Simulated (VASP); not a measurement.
LiCl:

```xyz
2
Lattice="3.4340 0.0000 0.0000 0.0000 3.4340 0.0000 0.0000 0.0000 3.2711" Properties=species:S:1:pos:R:3 pbc="T T T"
Li    0.0000    0.0000    0.0000
Cl    1.7170    1.7170    1.6356
```

This cell differs from its parent crystal: biaxial xy strain +5.0%.

Base run:

* Program: VASP 6.6.1
* Functional: r2SCAN
* Potentials or basis: VASP PAW PBE potentials, release 64 (Li_sv, Cl)
* Cutoff: 520 eV
* k mesh: 8 × 8 × 8
* Occupations: gaussian, width 0.01 eV
* Spin: no spin polarisation

Its results: band gap on the k mesh 4.70 eV (least direct gap 5.30 eV).

The run is repeated on the same cell with these changes: functional from r2SCAN to HSE06; k mesh from 8 × 8 × 8 to 6 × 6 × 6. What comes out?

Band gap on the k mesh 5.05 eV (least direct gap 5.67 eV).

Several settings changed at once.

Caveats: the structure was generated, so it needn't be the stable form of LiCl.

A k mesh can miss the band edges.
